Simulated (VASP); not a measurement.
# Be3Cd2O3 (R-3m) in VASP: notebook

Be3Cd2O3 is run at these levels: PBE; tasks: single point.

Program: VASP 6.6.1. These are calculated values, not measurements. Logs are shortened: lines on timing, memory, paths and dates and some standing lists are left out, and cuts for length are marked.

### 1 The cell of the first run

The structure is trigonal, space group R-3m (No. 166). The conventional cell has a = 7.366 Å, b = 7.366 Å, c = 7.126 Å, α = 90.00°, β = 90.00°, γ = 120.00°. Within 3.0 Å of Be (site symmetry 2/m) lie 2 Cd at 2.29 Å and 4 O at 2.44 Å. Within 2.9 Å of Cd (site symmetry 3m) lie 3 O at 2.15 Å and 3 Be at 2.29 Å. Within 2.9 Å of O (site symmetry 2/m) lie 2 Cd at 2.15 Å and 4 Be at 2.44 Å.

### 2 Single point, PBE

INCAR

```
SYSTEM = Be3Cd2O3
ALGO     = Normal         ! electronic algorithm
EDIFF    = 1E-6           ! SCF threshold, eV
ENCUT    = 600            ! plane-wave cutoff, eV
GGA      = PE             ! functional
GGA_COMPAT= .False.      
ISIF     = 2              ! what is computed and relaxed
ISMEAR   = 0              ! smearing method
LASPH    = .True.         ! aspherical terms in the spheres
LCHARG   = .True.         ! write CHGCAR
LELF     = .True.         ! ELF
LREAL    = .False.        ! projectors in reciprocal space
LVHAR    = .True.       
LWAVE    = .False.        ! write WAVECAR
NBANDS   = 34             ! bands
NELM     = 120            ! most SCF steps
PREC     = Accurate       ! precision mode
SIGMA    = 0.2            ! smearing width, eV
```

KPOINTS

```
k-points
0
Gamma
  4 4 4
  0 0 0
```

POSCAR

```
Be3Cd2O3
1.0
    3.6831426826      2.1264634180      2.3754207586
   -3.6831426826      2.1264634180      2.3754207586
    0.0000000000     -4.2529268398      2.3754207551
Be Cd O
3 2 3
Direct
    0.5000000000      0.5000000000      0.0000000000
    0.0000000000      0.5000000000      0.5000000000
    0.5000000000      0.0000000000      0.5000000000
    0.2152498518      0.2152498518      0.2152498518
    0.7847501482      0.7847501482      0.7847501482
    0.0000000000      0.0000000000      0.5000000000
    0.5000000000      0.0000000000      0.0000000000
    0.0000000000      0.5000000000      0.0000000000
```

Potentials or basis: VASP PAW PBE potentials, release 64 (Be, Cd, O).

The run is started by

```console
$ cat potpaw_PBE.64/Be/POTCAR potpaw_PBE.64/Cd/POTCAR potpaw_PBE.64/O/POTCAR > POTCAR
$ mpirun -np 1 vasp_std > vasp.out
```

OUTCAR:

```text
SYSTEM = Be3Cd2O3
   EDIFF = 1E-6
   ENCUT = 600
   GGA = PE
   ISIF = 2
   ISMEAR = 0
   LASPH = .True.
   LREAL = .False.
   NELM = 120
   PREC = Accurate

 ion  position               nearest neighbor table
   1  0.500  0.500  0.000-   4 2.29   5 2.29
   2  0.000  0.500  0.500-   4 2.29   5 2.29
   3  0.500  0.000  0.500-   4 2.29   5 2.29
   4  0.215  0.215  0.215-   7 2.15   8 2.15   6 2.15   3 2.29   2 2.29   1 2.29   5 3.07
   5  0.785  0.785  0.785-   7 2.15   8 2.15   6 2.15   3 2.29   2 2.29   1 2.29   4 3.07
   6  0.000  0.000  0.500-   4 2.15   5 2.15
   7  0.500  0.000  0.000-   4 2.15   5 2.15
   8  0.000  0.500  0.000-   4 2.15   5 2.15

  LATTYP: Found a trigonal (rhomboedric) cell.
 ALAT       =     4.8713458581
 COS(alpha) =    -0.1433235597

  Lattice vectors:

 A1 = (   3.6831426826,   2.1264634180,   2.3754207586)
 A2 = (  -3.6831426826,   2.1264634180,   2.3754207586)
 A3 = (   0.0000000000,  -4.2529268398,   2.3754207551)

Analysis of symmetry for initial positions (statically):
=====================================================================
 Subroutine PRICEL returns:
 Original cell was already a primitive cell.

 Routine SETGRP: Setting up the symmetry group for a
 trigonal (rhombohedral) supercell.

 Subroutine GETGRP returns: Found 12 space group operations
 (whereof 12 operations were pure point group operations)
 out of a pool of 12 trial point group operations.

The static configuration has the point symmetry D_3d.

Analysis of symmetry for dynamics (positions and initial velocities):
=====================================================================
 Subroutine PRICEL returns:
 Original cell was already a primitive cell.

 Routine SETGRP: Setting up the symmetry group for a
 trigonal (rhombohedral) supercell.

 Subroutine GETGRP returns: Found 12 space group operations
 (whereof 12 operations were pure point group operations)
 out of a pool of 12 trial point group operations.

The dynamic configuration has the point symmetry D_3d.

 Subroutine INISYM returns: Found 12 space group operations
 (whereof 12 operations are pure point group operations),
 and found     1 'primitive' translations

----------------------------------------------------------------------------------------

                                     Primitive cell

  volume of cell :     111.6267

  direct lattice vectors                    reciprocal lattice vectors
     3.683142683  2.126463418  2.375420759     0.135753633  0.078377396  0.140326017
    -3.683142683  2.126463418  2.375420759    -0.135753633  0.078377396  0.140326017
     0.000000000 -4.252926840  2.375420755     0.000000000 -0.156754793  0.140326017

  length of vectors
     4.871345858  4.871345858  4.871345858     0.210388821  0.210388821  0.210388821

  position of ions in fractional coordinates (direct lattice)
     0.500000000  0.500000000  0.000000000
     0.000000000  0.500000000  0.500000000
     0.500000000  0.000000000  0.500000000
     0.215249852  0.215249852  0.215249852
     0.784750148  0.784750148  0.784750148
     0.000000000  0.000000000  0.500000000
     0.500000000  1.000000000  0.000000000
     1.000000000  0.500000000  0.000000000

  ion indices of the primitive-cell ions
   primitive index   ion index
                 1           1
                 2           2
                 3           3
                 4           4
                 5           5
                 6           6
                 7           7
                 8           8

----------------------------------------------------------------------------------------

 KPOINTS: k-points

Automatic generation of k-mesh.
 Grid dimensions read from file:
 generate k-points for:    4    4    4

 Generating k-lattice:

  Cartesian coordinates                     Fractional coordinates (reciprocal lattice)
     0.033938408  0.019594349  0.035081504     0.250000000 -0.000000000  0.000000000
    -0.033938408  0.019594349  0.035081504    -0.000000000  0.250000000  0.000000000
     0.000000000 -0.039188698  0.035081504     0.000000000  0.000000000  0.250000000

  Length of vectors
     0.052597205  0.052597205  0.052597205

  Shift w.r.t. Gamma in fractional coordinates (k-lattice)
     0.000000000  0.000000000  0.000000000

 Subroutine IBZKPT returns following result:
 ===========================================

 Found     13 irreducible k-points:

 Following reciprocal coordinates:
            Coordinates               Weight
  0.000000  0.000000  0.000000      1.000000
  0.250000  0.000000  0.000000      6.000000
  0.500000  0.000000  0.000000      3.000000
  0.250000  0.250000  0.000000      6.000000
  0.500000  0.250000  0.000000     12.000000
 -0.250000  0.250000  0.000000      6.000000
  0.500000  0.500000  0.000000      3.000000
  0.250000  0.250000  0.250000      2.000000
  0.500000  0.250000  0.250000      6.000000
 -0.250000  0.250000  0.250000      6.000000
  0.500000  0.500000  0.250000      6.000000
 -0.250000  0.500000  0.250000      6.000000
  0.500000  0.500000  0.500000      1.000000
   k-points           NKPTS =     13   k-points in BZ     NKDIM =     13   number of bands    NBANDS=     34
   number of dos      NEDOS =    301   number of ions     NIONS =      8
   total plane-waves  NPLWV =  64000
   dimension x,y,z NGX =    40 NGY =   40 NGZ =   40
   dimension x,y,z NGXF=    80 NGYF=   80 NGZF=   80
   ions per type =               3   2   3
   NGX,Y,Z   is equivalent  to a cutoff of  13.65, 13.65, 13.65 a.u.
   NGXF,Y,Z  is equivalent  to a cutoff of  27.30, 27.30, 27.30 a.u.
 SYSTEM =  Be3Cd2O3
   PREC   = accura    normal or accurate (medium, high low for compatibility)
   ISTART =      0    job   : 0-new  1-cont  2-samecut
   ICHARG =      2    charge: 1-file 2-atom 10-const
   ISPIN  =      1    spin polarized calculation?
   LNONCOLLINEAR =      F non collinear calculations
   LSORBIT =      F    spin-orbit coupling
   LASPH  =      T    aspherical Exc in radial PAW
   ENCUT  =  600.0 eV  44.10 Ry    6.64 a.u.   9.73  9.73  9.73*2*pi/ulx,y,z
   NELM   =    120;   NELMIN=  2; NELMDL= -5     # of ELM steps
   EDIFF  = 0.1E-05   stopping-criterion for ELM
   LREAL  =      F    real-space projection
   EDIFFG = 0.1E-04   stopping-criterion for IOM
   NSW    =      0    number of steps for IOM
   IBRION =     -1    ionic relax: 0-MD 1-quasi-New 2-CG
   NFREE  =      0    steps in history (QN), initial steepest desc. (CG)
   ISIF   =      2    stress and relaxation
   ISYM   =      2    0-nonsym 1-usesym 2-fastsym
   POTIM  = 0.5000    time-step for ionic-motion
   TEBEG  =    0.0;   TEEND  =   0.0 temperature during run
   PSTRESS=    0.0 pullay stress
   NELECT =      48.0000    total number of electrons
   NUPDOWN=      -1.0000    fix difference up-down
   EMIN   =  10.00;   EMAX   =-10.00  energy-range for DOS
   EFERMI =   0.00;   METHOD = LEGACY
   ISMEAR =     0;   SIGMA  =   0.20  broadening in eV -4-tet -1-fermi 0-gaus
   EFERMI_NEDOS =   21; number of points for ismear=-14 and -15
   IALGO  =     38    algorithm
   IMIX   =      4    mixing-type and parameters
     AMIX     =   0.40;   BMIX     =  1.00
     AMIX_MAG =   1.60;   BMIX_MAG =  1.00
  volume/ion in A,a.u.               =      13.95        94.16
  Fermi-wavevector in a.u.,A,eV,Ry     =   1.235660  2.335060 20.774148  1.526857
  Thomas-Fermi vector in A             =   2.370301
   LORBIT       =      0    0 simple, 1 ext, 2 COOP (PROOUT), +10 PAW based schemes
   GGA     = PE    functional components
   LHFCALC =     F    Hartree Fock is set to
   AEXX    =    0.0000 exact exchange contribution
   IVDW    =     0    specifies the selected vdW correction
   LEPSILON=     F    determine dielectric tensor
   LRPA    =     F    only Hartree local field effects (RPA)
 non-spin polarized calculation
 Gauss-broadening in eV      SIGMA  =   0.20
  energy-cutoff  :      600.00
  volume of cell :      111.63
 maximum number of plane-waves:      3730
 NGX is ok and might be reduce to    40

 number of electron      48.0000014 magnetization

 Free energy of the ion-electron system (eV)
  ---------------------------------------------------
  ext. energy  EPLUGINS =         0.00000000
  ---------------------------------------------------
  free energy    TOTEN  =       -24.63966992 eV

  energy without entropy =      -24.59113128  energy(sigma->0) =      -24.61540060

 E-fermi :   2.9451     XC(G=0):  -9.9649

 val. band max:        2.9171944108   @ k =   0.5000   0.5000   0.0000
 cond. band min:       2.9506644842   @ k =  -0.2500   0.2500   0.0000
 fundamental gap:      0.0334700733
 Fermi energy:         2.9451115384

 k-point     1 :       0.0000    0.0000    0.0000
  band No.  band energies     occupation
      1     -15.5521      2.00000
      2     -15.0101      2.00000
      3     -15.0101      2.00000
      4      -7.0520      2.00000
      5      -7.0520      2.00000
      6      -6.7056      2.00000
[... 26 lines left out ...]
     33       8.9040      0.00000
     34       8.9445      0.00000

 k-point     2 :       0.2500    0.0000    0.0000
  band No.  band energies     occupation
      1     -15.4831      2.00000
      2     -15.0790      2.00000
      3     -15.0133      2.00000
      4      -7.0300      2.00000
      5      -7.0237      2.00000
      6      -6.7936      2.00000
[... 26 lines left out ...]
     33       8.5775      0.00000
     34       9.4075      0.00000
[... 368 lines left out ...]
     33       8.4990      0.00000
     34       8.5438      0.00000

 k-point    13 :       0.5000    0.5000    0.5000
  band No.  band energies     occupation
      1     -15.2289      2.00000
      2     -15.2289      2.00000
      3     -15.0955      2.00000
      4      -7.0794      2.00000
      5      -7.0794      2.00000
      6      -6.8872      2.00000
[... 26 lines left out ...]
     33       8.2658      0.00000
     34       9.3020      0.00000

------------------------ aborting loop because EDIFF is reached ----------------------------------------

  FORCE on cell =-STRESS in cart. coord.  units (eV):
  Direction    XX          YY          ZZ          XY          YZ          ZX
  --------------------------------------------------------------------------------------
  -------------------------------------------------------------------------------------
  Total        1.0446668      1.0446668     -0.1280180      0.0000000      0.0000000      0.0000000
  in kB       14.9940902     14.9940902     -1.8374415      0.0000000      0.0000000      0.0000000
  external PRESSURE =       9.3835796 kB  Pullay stress =       0.0000000 kB

 VOLUME and BASIS-vectors are now :
 -----------------------------------------------------------------------------
  energy-cutoff  :      600.00
  volume of cell :      111.63
      direct lattice vectors                 reciprocal lattice vectors
     3.683142683  2.126463418  2.375420759     0.135753633  0.078377396  0.140326017
    -3.683142683  2.126463418  2.375420759    -0.135753633  0.078377396  0.140326017
     0.000000000 -4.252926840  2.375420755     0.000000000 -0.156754793  0.140326017

 POSITION                                       TOTAL-FORCE (eV/Angst)
 -----------------------------------------------------------------------------------
      0.00000      2.12646      2.37542         0.000000     -0.000000      0.000000
     -1.84157     -1.06323      2.37542        -0.000000     -0.000000      0.000000
      1.84157     -1.06323      2.37542        -0.000000     -0.000000     -0.000000
      0.00000     -0.00000      1.53393         0.000000     -0.000000      0.027824
      0.00000     -0.00000      5.59234         0.000000      0.000000     -0.027824
      0.00000     -2.12646      1.18771         0.000000     -0.000000     -0.000000
      1.84157      1.06323      1.18771         0.000000     -0.000000     -0.000000
     -1.84157      1.06323      1.18771        -0.000000     -0.000000     -0.000000
 -----------------------------------------------------------------------------------
    total drift:                                0.000000      0.000000     -0.000000

  FREE ENERGIE OF THE ION-ELECTRON SYSTEM (eV)
  ---------------------------------------------------
  free  energy   TOTEN  =       -24.6396699239 eV

  energy  without entropy=      -24.5911312824  energy(sigma->0) =      -24.61540060
```

It took 26 s on 1 thread of Intel Xeon 6975P-C (Granite Rapids), shared host; peak memory 0.26 GiB.

What came out:

- Free energy: -24.6397 eV
- Pressure: 0.9 GPa
- Largest force: 0.028 eV/Å
- Band gap on the k mesh: zero (band 24 reaches 3.29 eV, above the bottom of band 25 at 2.81 eV)

Forces on the atoms (eV/Å):
```
Be   0.000  0.000  0.000
Be   0.000  0.000  0.000
Be   0.000  0.000  0.000
Cd   0.000  0.000  0.028
Cd   0.000  0.000 -0.028
O    0.000  0.000  0.000
O    0.000  0.000  0.000
O    0.000  0.000  0.000
```

### 3 Single point, PBE

This run uses another cell than the first one, of the same volume but with other edges.

INCAR

```
SYSTEM = Be3Cd2O3
ALGO = Normal
EDIFF = 1E-6
ENCUT = 600
GGA = PE
GGA_COMPAT = .FALSE.
ISIF = 2
ISMEAR = 0
LASPH = .TRUE.
LCHARG = .TRUE.
LELF = .TRUE.
LREAL = .FALSE.
LVHAR = .TRUE.
LWAVE = .FALSE.
NBANDS = 34
NELM = 120
PREC = Accurate
SIGMA = 0.2
```

KPOINTS

```
k-points
0
G
  4 4 4
  0 0 0
```

POSCAR

```
Be3Cd2O3
1.0
    2.5714064212      1.4846021895      4.8774258811
   -2.5714064212      1.4846021895      4.8774258811
    0.0000000000     -2.9692043790      4.8774258811
Be Cd O
3 2 3
Direct
    0.5000000000      0.5000000000      0.5000000000
    0.3257034108      0.3257034108      0.3257034108
    0.6742965892      0.6742965892      0.6742965892
    0.1131703959      0.1131703959      0.1131703959
    0.8868296041      0.8868296041      0.8868296041
    0.5000000000      0.5000000000      0.0000000000
    0.0000000000      0.5000000000      0.5000000000
    0.5000000000      0.0000000000      0.5000000000
```

Potentials or basis: VASP PAW PBE potentials, release 64 (Be, Cd, O).

The run is started by

```console
$ cat potpaw_PBE.64/Be/POTCAR potpaw_PBE.64/Cd/POTCAR potpaw_PBE.64/O/POTCAR > POTCAR
$ mpirun -np 1 vasp_std > vasp.out
```

Wall time 44 s (1 thread of Intel Xeon 6975P-C (Granite Rapids), shared host); peak memory 0.33 GiB.

The run converged. Its results:

| Quantity | Value |
| --- | --- |
| Free energy | -35.0547 eV |
| Pressure | -0.1 GPa |
| Largest force | 0.027 eV/Å |
| Band gap on the k mesh | zero (band 24 reaches 2.75 eV, above the bottom of band 25 at 1.60 eV) |

Forces in eV/Å, atoms in the order of the input:
```
Be   0.000  0.000  0.000
Be   0.000  0.000 -0.013
Be   0.000  0.000  0.013
Cd   0.000  0.000  0.027
Cd   0.000  0.000 -0.027
O    0.000  0.000  0.000
O    0.000  0.000  0.000
O    0.000  0.000  0.000
```

Levels at points of the mesh, in eV from the Fermi level:
```tsv
k point	band 21	band 22	band 23	band 24	band 25	band 26	band 27	band 28
(0.00, 0.00, 0.00)	-1.80	-1.80	-0.44	0.75	2.10	2.57	2.57	2.66
(0.50, 0.00, 0.00)	-2.45	-1.92	-1.37	-1.00	0.65	1.49	3.18	3.93
(0.50, 0.50, 0.00)	-2.10	-1.52	-1.00	-0.59	0.84	0.87	2.77	3.53
(0.50, 0.50, 0.50)	-1.94	-1.49	-0.97	-0.43	1.74	1.74	2.46	2.52
```

Caveat: the k points lie up to 0.37 Å⁻¹ apart.
